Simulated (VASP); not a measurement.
Runs of VASP 6.6.1 on WSe. The structure is that of space group Pm-3m (No. 221), or close to it. The cells are those of the table. 

```csv
cell,gap on the mesh (eV),pressure (GPa),moment (μB)
"a = 3.549 Å, 2 atoms",none,-15.3,2.63
"a = 3.375 Å, 2 atoms",none,-9.9,(b)
"a = 3.294 Å, 2 atoms",none,-2.2,(a)
"a = 3.501 Å, 2 atoms",none,(c),2.29
"a = 3.451 Å, 2 atoms",none,-14.3,2.17
```

Alike in all rows: task single point; level PBE+U; potentials or basis VASP PAW PBE potentials, release 64 (W_sv, Se); spin collinear; W d U = 6.2 eV; k mesh 12 × 12 × 12; cutoff (eV) 520; smearing gaussian 0.1 eV.

Problem. Fill in the values left out.

Solution. (a) 1.94; (b) 2.04; (c) -15.9.

Caveats: spin-orbit coupling is left out, which moves the levels of the heavy elements; the cell stands under tension (at least some runs).

A k mesh can miss the band edges, and the runs leave out spin-orbit coupling on Se, W.

A gap of «none» marks levels without a gap at the run's occupations.
